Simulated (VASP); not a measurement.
Here is a VASP 6.6.1 calculation.

Contents of POSCAR:

```
SnTe
1.0
    5.3967552201      0.0000000000      0.0000000000
   -2.6983776101      4.6737271186      0.0000000000
    0.0000000000      0.0000000000      6.4878041079
Sn Te
2 2
Direct
    0.3333333333      0.6666666667     -0.0459806368
    0.6666666667      0.3333333333      0.4540193632
    0.3333333333      0.6666666667      0.4209806368
    0.6666666667      0.3333333333      0.9209806368
```

INCAR.step1

```
  PREC = Accurate
  ENCUT = 520
  ISMEAR = 0
  SIGMA = 0.01
  LREAL = F
  LASPH = T
  NELM = 100
  NBANDS = 28
  GGA = PE
  ALGO = Normal
  EDIFF = 1E-4
  LWAVE = T
  LCHARG = F
```

The input INCAR.step2:

```
  PREC = Accurate
  ENCUT = 520
  EDIFF = 1E-6
  ISMEAR = 0
  SIGMA = 0.01
  LREAL = F
  LASPH = T
  NELM = 100
  ALGO = Normal
  ISIF = 2
  LWAVE = F
  LCHARG = F
  METAGGA = R2SCAN
  LMIXTAU = T
  NBANDS = 28
  ISTART = 1
```

Contents of KPOINTS:

```
Automatic mesh
0
Gamma
  2 2 2
```

Potentials or basis: VASP PAW PBE potentials, release 64 (Sn_d, Te).

Command:

```bash
$ cat potpaw_PBE.64/Sn_d/POTCAR potpaw_PBE.64/Te/POTCAR > POTCAR
$ cp INCAR.step1 INCAR
$ mpirun -np 1 vasp_std > vasp.out
$ cp INCAR.step2 INCAR
$ mpirun -np 1 vasp_std > vasp.out
```

**Question.** Estimate the pressure.

**Answer.** -1.2 GPa.

**Question.** Predict the band gap on the k mesh.

**Answer.** 1.33 eV (least direct gap 1.87 eV).

**Question.** Predict the largest force.

**Answer.** 0.091 eV/Å.

Forces in eV/Å, atoms in the order of the input:
```
Sn   0.000  0.000  0.091
Sn   0.000  0.000  0.091
Te   0.000  0.000 -0.091
Te   0.000  0.000 -0.091
```

Caveat: the k points lie up to 0.67 Å⁻¹ apart; the PAW data sets were made with another functional, which shifts forces and pressure a little; spin-orbit coupling is left out, which moves the levels of the heavy elements. A k mesh can miss the band edges.
